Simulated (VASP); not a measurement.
# HfO2: single point with PBEsol

The system is HfO2.

```
CELL_PARAMETERS angstrom
0.00000 2.55750 2.55750
2.55750 0.00000 2.55750
2.55750 2.55750 0.00000
ATOMIC_POSITIONS crystal
Hf 0.00000 0.00000 0.00000
O 0.25000 0.25000 0.25000
O 0.75000 0.75000 0.75000
```

```
Program                : VASP 6.6.1
Task                   : single point
Functional             : PBEsol
Potentials or basis    : VASP PAW PBE potentials, release 64 (Hf_pv, O)
Cutoff                 : 520 eV
k mesh                 : 8 × 8 × 8
Occupations            : gaussian, width 0.05 eV
Spin                   : no spin polarisation
Dipole correction      : no
Further INCAR settings : ALGO = Normal; EDIFF = 1e-07; NBANDS = 18
```

| Quantity | Value |
| --- | --- |
| Pressure | -13.6 GPa |
| Band gap on the k mesh | 3.60 eV, direct |

Levels at points of the mesh, in eV from the valence-band top:
| k point | band 8 | band 9 | band 10 | band 11 | band 12 | band 13 | band 14 | band 15 |
| --- | --- | --- | --- | --- | --- | --- | --- | --- |
| (0.00, 0.00, 0.00) | -5.24 | -0.60 | -0.60 | -0.60 | 3.72 | 3.72 | 5.44 | 10.09 |
| (0.50, 0.00, 0.00) | -3.05 | -2.72 | -1.82 | -1.82 | 4.43 | 4.43 | 6.71 | 8.75 |
| (0.50, 0.50, 0.00) | -3.44 | -1.50 | -1.50 | 0.00 | 3.60 | 5.29 | 6.36 | 7.90 |

It took 40 s on 1 thread of AMD EPYC 7R13, with other jobs on the host, peak memory 0.13 GiB.

Caveat: the PAW data sets were made with another functional, which shifts forces and pressure a little; spin-orbit coupling is left out, which moves the levels of the heavy elements. A k mesh can miss the band edges.
